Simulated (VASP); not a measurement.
# CrBr (Fm-3m) in VASP: a series of runs, part 2 of 2

VASP 6.6.1. The steps go on from the part before.

### Step 3. Relaxation of cell and atoms, PBE, collinear spin, ferromagnetic start

This run uses another cell than the first one, of 21.01 Å³/atom.

File INCAR:

```
  ALGO = Normal
  EDIFF = 1E-7
  EDIFFG = -0.04
  ENCUT = 600
  GGA = PE
  IBRION = 2
  ISIF = 3
  ISMEAR = 0
  ISPIN = 2
  LASPH = T
  LCHARG = F
  LMAXMIX = 4
  LORBIT = 11
  LREAL = F
  LWAVE = F
  MAGMOM = 4.55 0
  NELM = 150
  NSW = 90
  PREC = Accurate
  SIGMA = 0.1
```

File KPOINTS:

```
k-points
0
Gamma
  6 6 6
```

File POSCAR:

```
CrBr
1.0
    0.0000000000      2.7593192855      2.7593192855
    2.7593192855      0.0000000000      2.7593192855
    2.7593192855      2.7593192855      0.0000000000
Cr Br
1 1
Direct
    0.0000000000      0.0000000000      0.0000000000
    0.5000000000      0.5000000000      0.5000000000
```

Potentials or basis: VASP PAW PBE potentials, release 64 (Cr_pv, Br).

Started as:

```bash
$ cat potpaw_PBE.64/Cr_pv/POTCAR potpaw_PBE.64/Br/POTCAR > POTCAR
$ mpirun -np 1 vasp_std > vasp.out
```

Wall time 36 s (1 thread of Intel Xeon 6975P-C (Granite Rapids), shared host); peak memory 0.21 GiB.

It converged, with:

```
Free energy                                           : -10.7319 eV
Relaxed volume                                        : 24.11 Å³/atom
Relaxed cell                                          : a = 4.085 Å, b = 4.085 Å, c = 4.085 Å, α = 60.00°, β = 60.00°, γ = 60.00°
Space group after relaxing (to 0.1 Å)                 : Fm-3m (No. 225)
Energy gained by relaxing                             : 51.3 meV/atom
Ionic steps                                           : 3
Pressure after relaxing                               : -0.1 GPa
Band gap on the k mesh                                : zero (filled and empty bands overlap)
Net moment                                            : 4.99 μB per cell
Site moments                                          : Cr +4.29; Br +0.03 μB
Valence electrons inside the program's atomic spheres : Cr 10.53; Br 4.86
```

Step by step:
| step | energy change (eV) | largest force (eV/Å) | pressure (GPa) | volume (Å³) |
| --- | --- | --- | --- | --- |
| 1 | 0.0000 | 0.0000 | 5.69 | 42.02 |
| 2 | -0.0978 | 0.0000 | 1.15 | 46.72 |
| 3 | -0.1027 | 0.0000 | -0.09 | 48.21 |

Final structure:
```
Cr Br
1.0
     0.00000    2.88874    2.88874
     2.88874    0.00000    2.88874
     2.88874    2.88874    0.00000
Cr Br
1 1
Direct
  0.00000 0.00000 0.00000
  0.50000 0.50000 0.50000
```

Levels at points of the mesh, in eV from the Fermi level:
Spin up:
| k point | band 9 | band 10 | band 11 | band 12 | band 13 | band 14 | band 15 |
| --- | --- | --- | --- | --- | --- | --- | --- |
| (0.00, 0.00, 0.00) | -1.74 | -1.74 | -1.74 | -1.61 | -1.61 | 6.75 | 7.12 |
| (0.50, 0.00, 0.00) | -1.18 | -1.11 | 0.01 | 0.01 | 0.72 | 3.88 | 3.88 |
| (0.50, 0.50, 0.00) | -1.34 | -1.01 | -1.01 | -1.00 | -0.53 | 4.59 | 5.95 |
Spin down:
| k point | band 4 | band 5 | band 6 | band 7 | band 8 | band 9 | band 10 | band 11 |
| --- | --- | --- | --- | --- | --- | --- | --- | --- |
| (0.00, 0.00, 0.00) | -17.60 | -4.53 | -4.53 | -4.53 | -0.38 | 1.55 | 1.55 | 1.55 |
| (0.50, 0.00, 0.00) | -17.22 | -7.07 | -5.12 | -5.12 | 1.72 | 2.57 | 2.66 | 2.66 |
| (0.50, 0.50, 0.00) | -17.16 | -6.65 | -5.33 | -5.33 | 0.25 | 1.30 | 2.21 | 2.70 |

Caveat: semilocal functionals often make such compounds metallic where correlation or magnetic order opens a gap, which also shifts bond lengths.

### Step 4. Single point, PBE, collinear spin, ferromagnetic start

File INCAR:

```
SYSTEM = CrBr
PREC     = Accurate       ! precision mode
ENCUT    = 520            ! plane-wave cutoff, eV
EDIFF    = 1E-6           ! SCF threshold, eV
ISMEAR   = 0              ! smearing method
SIGMA    = 0.1            ! smearing width, eV
LREAL    = .FALSE.        ! projectors in reciprocal space
LASPH    = .TRUE.         ! aspherical terms in the spheres
NELM     = 150            ! most SCF steps
ALGO     = Normal         ! electronic algorithm
ISIF     = 2              ! what is computed and relaxed
LWAVE    = .FALSE.        ! write WAVECAR
LCHARG   = .FALSE.        ! write CHGCAR
ISPIN    = 2              ! spin polarisation
MAGMOM   = 4.74 0         ! initial moments
LORBIT   = 11             ! projections on sites
LMAXMIX  = 4              ! l up to which the mixer works
GGA      = PE             ! functional
NBANDS   = 20             ! bands
```

File KPOINTS:

```
regular mesh
0
G
  16 16 16
  0 0 0
```

File POSCAR:

```
CrBr
1.0
    0.0000000000      2.8838466384      2.8838466384
    2.8838466384      0.0000000000      2.8838466384
    2.8838466384      2.8838466384      0.0000000000
Cr Br
1 1
Direct
    0.0000000000      0.0000000000      0.0000000000
    0.5000000000      0.5000000000      0.5000000000
```

Potentials or basis: VASP PAW PBE potentials, release 64 (Cr_pv, Br).

Started as:

```bash
$ cat potpaw_PBE.64/Cr_pv/POTCAR potpaw_PBE.64/Br/POTCAR > POTCAR
$ mpirun -np 1 vasp_std > vasp.out
```

OUTCAR:

```text
SYSTEM = CrBr
   PREC = Accurate
   ENCUT = 520
   EDIFF = 1E-6
   ISMEAR = 0
   LREAL = .FALSE.
   LASPH = .TRUE.
   NELM = 150
   ISIF = 2
   ISPIN = 2
   LORBIT = 11
   GGA = PE

 ion  position               nearest neighbor table
   1  0.000  0.000  0.000-   2 2.88   2 2.88   2 2.88   2 2.88   2 2.88   2 2.88
   2  0.500  0.500  0.500-   1 2.88   1 2.88   1 2.88   1 2.88   1 2.88   1 2.88

  LATTYP: Found a face centered cubic cell.
 ALAT       =     5.7676932768

  Lattice vectors:

 A1 = (   0.0000000000,   2.8838466384,   2.8838466384)
 A2 = (   2.8838466384,   0.0000000000,   2.8838466384)
 A3 = (   2.8838466384,   2.8838466384,   0.0000000000)

[... 1316 lines left out ...]

 VOLUME and BASIS-vectors are now :
 -----------------------------------------------------------------------------
  energy-cutoff  :      520.00
  volume of cell :       47.97
      direct lattice vectors                 reciprocal lattice vectors
     0.000000000  2.883846638  2.883846638    -0.173379539  0.173379539  0.173379539
     2.883846638  0.000000000  2.883846638     0.173379539 -0.173379539  0.173379539
     2.883846638  2.883846638  0.000000000     0.173379539  0.173379539 -0.173379539

 POSITION                                       TOTAL-FORCE (eV/Angst)
 -----------------------------------------------------------------------------------
      0.00000      0.00000      0.00000         0.000000      0.000000     -0.000000
      2.88385      2.88385      2.88385         0.000000     -0.000000      0.000000
 -----------------------------------------------------------------------------------
    total drift:                               -0.000000      0.000000      0.000000

  FREE ENERGIE OF THE ION-ELECTRON SYSTEM (eV)
  ---------------------------------------------------
  free  energy   TOTEN  =       -10.7277124194 eV

  energy  without entropy=      -10.7235883203  energy(sigma->0) =      -10.72565037

 total charge

# of ion       s       p       d       tot
------------------------------------------
    1        0.146   6.062   4.321  10.529
    2        1.618   3.202   0.035   4.855
--------------------------------------------------
tot          1.764   9.264   4.356  15.384

 magnetization (x)

# of ion       s       p       d       tot
------------------------------------------
    1        0.069   0.025   4.191   4.285
    2        0.022  -0.020   0.032   0.034
--------------------------------------------------
tot          0.091   0.004   4.223   4.319
```

stdout:

```text
POSCAR found type information on POSCAR CrBr
 POSCAR found :  2 types and       2 ions
 scaLAPACK will be used
 LDA part: xc-table for (Slater+PW92), standard interpolation
 POSCAR, INCAR and KPOINTS ok, starting setup
 FFT: planning ... GRIDC
 FFT: planning ... GRID_SOFT
 FFT: planning ... GRID
 WAVECAR not read
 entering main loop
```

Run time: 2.1 min. Hardware: 1 thread of Intel Xeon 6975P-C (Granite Rapids), shared host; peak memory 0.34 GiB.

Results:

```
Free energy                                           : -10.7277 eV
Pressure                                              : 0.0 GPa
Band gap on the k mesh                                : zero (filled and empty bands overlap)
Net moment                                            : 4.99 μB per cell
Site moments                                          : Cr +4.29; Br +0.03 μB
Valence electrons inside the program's atomic spheres : Cr 10.53; Br 4.86
```

Caveat: an empty level that is flat over the whole mesh can mark a ghost state of the potentials, or a narrow d or f band; semilocal functionals often make such compounds metallic where correlation or magnetic order opens a gap, which also shifts bond lengths.

### Step 5. Summary

| task | cell | k mesh | cutoff (eV) | gap on the mesh (eV) | pressure (GPa) | moment (μB) |
| --- | --- | --- | --- | --- | --- | --- |
| single point | a = 4.078 Å, angles 60.0°, 2 atoms | 6 × 6 × 6 | 520 | none | 0.1 | 4.99 |
| relaxation of cell and atoms | relaxed from a = 3.902 Å, angles 60.0°, 2 atoms | 6 × 6 × 6 | 600 | none | -0.1 | 4.99 |
| single point | a = 4.078 Å, angles 60.0°, 2 atoms | 16 × 16 × 16 | 520 | none | 0.0 | 4.99 |

Alike in all rows: level PBE; potentials or basis VASP PAW PBE potentials, release 64 (Cr_pv, Br); spin collinear, ferromagnetic start; smearing gaussian 0.1 eV.

Caveats: semilocal functionals often make such compounds metallic where correlation or magnetic order opens a gap, which also shifts bond lengths; an empty level that is flat over the whole mesh can mark a ghost state of the potentials, or a narrow d or f band (at least some runs).

Absolute energies hang on the potentials; compare differences alone.
